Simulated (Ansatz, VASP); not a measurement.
Two plane-wave programs on GaN

Contents of INCAR:

```
SYSTEM = GaN
PREC     = Accurate       ! precision mode
ENCUT    = 520            ! plane-wave cutoff, eV
EDIFF    = 1E-6           ! SCF threshold, eV
ISMEAR   = 0              ! smearing method
SIGMA    = 0.1            ! smearing width, eV
LREAL    = .False.        ! projectors in reciprocal space
LASPH    = .True.         ! aspherical terms in the spheres
NELM     = 60             ! most SCF steps
ALGO     = Normal         ! electronic algorithm
ISIF     = 2              ! what is computed and relaxed
LWAVE    = .False.        ! write WAVECAR
LCHARG   = .True.         ! write CHGCAR
GGA      = PE             ! functional
LELF     = .True.         ! ELF
LVHAR    = .True.       
NBANDS   = 66             ! bands
```

File KPOINTS:

```
Automatic mesh
0
Gamma
  6 6 1
  0 0 0
```

The input POSCAR:

```
GaN
1.0
    3.2168423000      0.0000000000      0.0000000000
   -1.6084212000      2.7858672000      0.0000000000
    0.0000000000      0.0000000000     15.7475143000
Ga N
6 6
Direct
    0.0000000000      0.0000000000      0.1875310000
    0.0000000000      0.0000000000      0.6875310000
    0.3333333000      0.6666667000      0.5207130000
    0.6666667000      0.3333333000      0.0207130000
    0.3333333000      0.6666667000      0.8539850000
    0.6666667000      0.3333333000      0.3539850000
    0.0000000000      0.0000000000      0.3126460000
    0.0000000000      0.0000000000      0.8126460000
    0.3333333000      0.6666667000      0.9792100000
    0.6666667000      0.3333333000      0.4792100000
    0.3333333000      0.6666667000      0.6459160000
    0.6666667000      0.3333333000      0.1459160000
```

Input for Ansatz:

```yaml
crystal:
  lattice:
    - [3.2168423, 0.0, 0.0]
    - [-1.6084212, 2.7858672, 0.0]
    - [0.0, 0.0, 15.7475143]
  atoms:
    - { symbol: Ga, position: [0.0, 0.0, 0.187531] }
    - { symbol: Ga, position: [0.0, 0.0, 0.687531] }
    - { symbol: Ga, position: [0.3333333, 0.6666667, 0.520713] }
    - { symbol: Ga, position: [0.6666667, 0.3333333, 0.020713] }
    - { symbol: Ga, position: [0.3333333, 0.6666667, 0.853985] }
    - { symbol: Ga, position: [0.6666667, 0.3333333, 0.353985] }
    - { symbol: "N", position: [0.0, 0.0, 0.312646] }
    - { symbol: "N", position: [0.0, 0.0, 0.812646] }
    - { symbol: "N", position: [0.3333333, 0.6666667, 0.97921] }
    - { symbol: "N", position: [0.6666667, 0.3333333, 0.47921] }
    - { symbol: "N", position: [0.3333333, 0.6666667, 0.645916] }
    - { symbol: "N", position: [0.6666667, 0.3333333, 0.145916] }
basis:
  ecutwfc: 420
kpoints:
  mp_grid: { grid: [6, 6, 1] }
hamiltonian:
  xc: pbe
scf:
  occupations: { method: gaussian, width: 0.1 }
  lower_state_search: "off"
output:
  forces: true
  stress: true
  eigenvalues: true
```

Alike in both runs: task single point; functional PBE; k mesh 6 × 6 × 1; occupations gaussian, width 0.1 eV; no spin polarisation.

|  | VASP | Ansatz |
| --- | --- | --- |
| version | VASP 6.6.1 | Ansatz 0.2.0 |
| potentials or method | VASP PAW PBE potentials, release 64 (Ga_d, N), cutoff 520 eV | scalar-relativistic, plane waves, PAW |
| valence electrons in the cell | 108 | 108 |

|  | VASP | Ansatz | Ansatz less VASP |
| --- | --- | --- | --- |
| gap on the k mesh at the Fermi level (eV) | 1.60 | 1.59 | -0.006 |
| least direct gap on the mesh (eV) | 1.60 | 1.59 | -0.006 |
| pressure (GPa) | 0.0 | 0.0 | -0.09 |
